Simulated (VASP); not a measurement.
# Sm3Ta (P4/mmm) in VASP: a series of runs, part 2 of 2

VASP 6.6.1. The steps go on from the part before.

**3. Single point, PBE**

This run uses another cell than the first one, of 28.78 Å³/atom.

Contents of INCAR:

```
ALGO = Normal
EDIFF = 1E-6
ENCUT = 500
GGA = PE
GGA_COMPAT = F
ISIF = 2
ISMEAR = 0
LASPH = T
LCHARG = F
LMAXMIX = 6
LREAL = F
LWAVE = F
NBANDS = 30
NELM = 200
PREC = Accurate
SIGMA = 0.1
```

Contents of KPOINTS:

```
k-points
0
Gamma
  10 10 4
```

Contents of POSCAR:

```
Sm3Ta
1.0
    3.3340475166      0.0000000000      0.0000000000
    0.0000000000      3.3340475166      0.0000000000
    0.0000000000      0.0000000000     10.3551547228
Sm Ta
3 1
Direct
    0.5000000000      0.5000000000      0.7868954480
    0.0000000000      0.0000000000      0.5000000000
    0.5000000000      0.5000000000      0.2131045520
    0.0000000000      0.0000000000      0.0000000000
```

Potentials or basis: VASP PAW PBE potentials, release 64 (Sm_3, Ta_pv), 4f in core.

Run with:

```bash
$ cat potpaw_PBE.64/Sm_3/POTCAR potpaw_PBE.64/Ta_pv/POTCAR > POTCAR
$ mpirun -np 1 vasp_std > vasp.out
```

OUTCAR:

```text
EDIFF = 1E-6
   ENCUT = 500
   GGA = PE
   ISIF = 2
   ISMEAR = 0
   LASPH = T
   LREAL = F
   NELM = 200
   PREC = Accurate

 ion  position               nearest neighbor table
   1  0.500  0.500  0.787-   4 3.23   4 3.23   4 3.23   4 3.23   2 3.79   2 3.79   2 3.79   2 3.79

   2  0.000  0.000  0.500-   1 3.79   3 3.79   1 3.79   3 3.79   1 3.79   3 3.79   1 3.79   3 3.79

   3  0.500  0.500  0.213-   4 3.23   4 3.23   4 3.23   4 3.23   2 3.79   2 3.79   2 3.79   2 3.79

   4  0.000  0.000  0.000-   1 3.23   3 3.23   1 3.23   3 3.23   1 3.23   3 3.23   1 3.23   3 3.23

  LATTYP: Found a simple tetragonal cell.
 ALAT       =     3.3340475166
 C/A-ratio  =     3.1058809664

  Lattice vectors:

 A1 = (   3.3340475166,   0.0000000000,   0.0000000000)
 A2 = (   0.0000000000,   3.3340475166,   0.0000000000)
 A3 = (   0.0000000000,   0.0000000000,  10.3551547228)

Analysis of symmetry for initial positions (statically):
=====================================================================
[... 169 lines left out ...]
  ---------------------------------------------------
  ext. energy  EPLUGINS =         0.00000000
  ---------------------------------------------------
  free energy    TOTEN  =       -24.43298831 eV

  energy without entropy =      -24.40067823  energy(sigma->0) =      -24.41683327

 E-fermi :   3.6320     XC(G=0): -10.3861

 val. band max:        3.6303236396   @ k =   0.5000   0.4000   0.0000
 cond. band min:       3.6338091218   @ k =   0.1000   0.0000   0.2500
 fundamental gap:      0.0034854822
 Fermi energy:         3.6320227029

 k-point     1 :       0.0000    0.0000    0.0000
  band No.  band energies     occupation
      1     -37.5067      2.00000
      2     -37.0417      2.00000
      3     -37.0387      2.00000
      4     -30.9000      2.00000
      5     -30.8713      2.00000
      6     -30.8713      2.00000
[... 781 lines left out ...]
     29       5.3322      0.00000
     30       6.8305      0.00000

 [... further k-points ...]
[... 5 lines left out ...]
  --------------------------------------------------------------------------------------
  -------------------------------------------------------------------------------------
  Total        0.2063429      0.2063429      0.2529023      0.0000000      0.0000000     -0.0000000
  in kB        2.8721026      2.8721026      3.5201662      0.0000000      0.0000000     -0.0000000
  external PRESSURE =       3.0881238 kB  Pullay stress =       0.0000000 kB

 VOLUME and BASIS-vectors are now :
 -----------------------------------------------------------------------------
  energy-cutoff  :      500.00
  volume of cell :      115.11
      direct lattice vectors                 reciprocal lattice vectors
     3.334047517  0.000000000  0.000000000     0.299935737  0.000000000  0.000000000
     0.000000000  3.334047517  0.000000000     0.000000000  0.299935737  0.000000000
     0.000000000  0.000000000 10.355154723     0.000000000  0.000000000  0.096570262

 POSITION                                       TOTAL-FORCE (eV/Angst)
 -----------------------------------------------------------------------------------
      1.66702      1.66702      8.14842        -0.000000      0.000000     -0.001814
      0.00000      0.00000      5.17758         0.000000     -0.000000      0.000000
      1.66702      1.66702      2.20673         0.000000      0.000000      0.001814
      0.00000      0.00000      0.00000         0.000000     -0.000000      0.000000
 -----------------------------------------------------------------------------------
    total drift:                                0.000000     -0.000000     -0.000000

  FREE ENERGIE OF THE ION-ELECTRON SYSTEM (eV)
  ---------------------------------------------------
  free  energy   TOTEN  =       -24.4329883144 eV

  energy  without entropy=      -24.4006782287  energy(sigma->0) =      -24.41683327
```

OSZICAR:

```text
N       E                     dE             d eps       ncg     rms          rms(c)
DAV:   1     0.420225752667E+03    0.42023E+03   -0.21964E+04  3788   0.134E+03
DAV:   2    -0.126181337443E+02   -0.43284E+03   -0.42447E+03  4128   0.392E+02
DAV:   3    -0.255779232018E+02   -0.12960E+02   -0.12461E+02  4916   0.643E+01
DAV:   4    -0.258125319426E+02   -0.23461E+00   -0.23285E+00  4624   0.759E+00
DAV:   5    -0.258197760096E+02   -0.72441E-02   -0.72391E-02  5022   0.111E+00    0.113E+01
DAV:   6    -0.250225924621E+02    0.79718E+00   -0.10019E+01  4704   0.109E+01    0.520E+00
DAV:   7    -0.247848553137E+02    0.23774E+00   -0.76598E+00  4842   0.641E+00    0.439E+00
DAV:   8    -0.244944477355E+02    0.29041E+00   -0.27220E+00  4924   0.397E+00    0.249E+00
DAV:   9    -0.244341258492E+02    0.60322E-01   -0.46421E-01  4814   0.273E+00    0.508E-01
DAV:  10    -0.244334438327E+02    0.68202E-03   -0.33787E-02  4696   0.883E-01    0.248E-01
DAV:  11    -0.244329639432E+02    0.47989E-03   -0.41731E-03  4826   0.260E-01    0.646E-02
DAV:  12    -0.244329888653E+02   -0.24922E-04   -0.35448E-04  4464   0.104E-01    0.203E-02
DAV:  13    -0.244329906478E+02   -0.17825E-05   -0.26749E-05  4648   0.284E-02    0.607E-03
DAV:  14    -0.244329885666E+02    0.20812E-05   -0.49273E-06  4912   0.113E-02    0.414E-03
DAV:  15    -0.244329883144E+02    0.25226E-06   -0.70349E-07  2924   0.397E-03
   1 F= -.24432988E+02 E0= -.24416833E+02  d E =-.323101E-01
```

Wall time 69 s (1 thread of Intel Xeon 6975P-C (Granite Rapids), shared host); peak memory 0.32 GiB.

What came out:

```
Free energy            : -24.4330 eV
Pressure               : 0.3 GPa
Band gap on the k mesh : zero (bands 22 and 23 overlap by 1.33 eV)
```

Caveat: spin-orbit coupling is left out, which moves the levels of the heavy elements; the 4f electrons are frozen in the core, so they carry no moment and show no levels.

**4. Single point, PBE**

This run uses another cell than the first one: it holds 8 atoms, not 4.

Contents of INCAR:

```
  PREC = Accurate
  ENCUT = 500
  EDIFF = 1E-6
  ISMEAR = 0
  SIGMA = 0.2
  LREAL = F
  LASPH = T
  NELM = 200
  ALGO = Normal
  ISIF = 2
  LWAVE = F
  LCHARG = F
  GGA = PE
  NBANDS = 54
  GGA_COMPAT = F
  LMAXMIX = 6
```

Contents of KPOINTS:

```
regular mesh
0
Gamma
  6 4 2
```

Contents of POSCAR:

```
Sm3Ta
1.0
    0.0000000000     -3.3340475166      0.0000000000
   -6.6680950331      0.0000000000      0.0000000000
    0.0000000000      0.0000000000    -10.3551547228
Sm Ta
6 2
Direct
    0.5000000000      0.7500000000      0.2131045520
    0.5000000000      0.2500000000      0.2131045520
    1.0000000000      0.5000000000      0.5000000000
    0.0000000000      0.0000000000      0.5000000000
    0.5000000000      0.7500000000      0.7868954480
    0.5000000000      0.2500000000      0.7868954480
    1.0000000000      1.0000000000      0.0000000000
    1.0000000000      0.5000000000      0.0000000000
```

Run with:

```bash
$ cat potpaw_PBE.64/Sm_3/POTCAR potpaw_PBE.64/Ta_pv/POTCAR > POTCAR
$ mpirun -np 1 vasp_std > vasp.out
```

Run time: 6.5 min. Hardware: 1 thread of AMD EPYC 7R43 (Zen 3), shared host; peak memory 0.4 GiB.

Results (log left out):

- Free energy: -48.9862 eV
- Pressure: 0.3 GPa
- Largest force: 0.009 eV/Å
- Band gap on the k mesh: zero (bands 44 and 45 overlap by 0.80 eV)

Forces in eV/Å, atoms in the order of the input:
```
Sm   0.000  0.000  0.009
Sm   0.000  0.000  0.009
Sm   0.000  0.000  0.000
Sm   0.000  0.000  0.000
Sm   0.000  0.000 -0.009
Sm   0.000  0.000 -0.009
Ta   0.000  0.000  0.000
Ta   0.000  0.000  0.000
```

Stress tensor (GPa, compression positive):
```
0.36 0.00 0.00
0.00 0.43 0.00
0.00 0.00 0.08
```

Levels at points of the mesh, in eV from the Fermi level:
```
           k point  band 41  band 42  band 43  band 44  band 45  band 46  band 47  band 48
(0.00, 0.00, 0.00)    -0.53    -0.32    -0.19    -0.12     0.49     0.51     0.57     0.64
(0.50, 0.00, 0.00)    -0.52    -0.19    -0.12    -0.12    -0.12     0.19     0.20     0.49
(0.00, 0.50, 0.00)     0.20     0.20     0.29     0.29     0.41     0.41     0.43     0.43
(0.50, 0.50, 0.00)    -0.89    -0.89    -0.47    -0.47    -0.38    -0.38     0.51     0.51
(0.00, 0.00, 0.50)    -0.08     0.13     0.15     0.36     0.57     0.66     0.69     0.80
(0.50, 0.00, 0.50)    -0.96    -0.96    -0.08     0.15     0.36     0.56     0.66     0.87
(0.00, 0.50, 0.50)    -0.07    -0.07     0.12     0.12     0.39     0.39     0.71     0.71
(0.50, 0.50, 0.50)    -0.69    -0.69    -0.50    -0.50    -0.44    -0.44     0.56     0.56
```

Caveat: spin-orbit coupling is left out, which moves the levels of the heavy elements; the 4f electrons are frozen in the core, so they carry no moment and show no levels. Spin polarisation is off, so any magnetic state and its effect on volume and gap are missing.

**5. The runs side by side**

| task | cell | k mesh | smearing | gap on the mesh (eV) | pressure (GPa) | largest force (eV/Å) |
| --- | --- | --- | --- | --- | --- | --- |
| relaxation of cell and atoms | relaxed from a = 3.122, b = 3.122, c = 10.276 Å, 4 atoms, atomic positions A | 6 × 6 × 2 | gaussian 0.2 eV | none | -0.1 | 0.04 |
| single point | a = 3.334, b = 3.334, c = 10.355 Å, 4 atoms, atomic positions B | 10 × 10 × 4 | gaussian 0.1 eV | none | 0.3 | - |
| single point | a = 3.334, b = 6.668, c = 10.355 Å, 8 atoms, atomic positions C | 6 × 4 × 2 | gaussian 0.2 eV | none | 0.3 | 0.01 |

Alike in all rows: level PBE; potentials or basis VASP PAW PBE potentials, release 64 (Sm_3, Ta_pv), 4f in core; no spin polarisation; cutoff (eV) 500.

Caveats: spin-orbit coupling is left out, which moves the levels of the heavy elements; the 4f electrons are frozen in the core, so they carry no moment and show no levels; the volume moved by over 15 % at a fixed basis, so the end points are rough (at least some runs); the relaxation stopped at a loose force limit of 0.08 eV/Å, so its end isn't a converged minimum (at least some runs).

Absolute energies hang on the potentials; compare differences alone.

The gap in the log of VASP goes by the Fermi energy; the results here count the filled bands.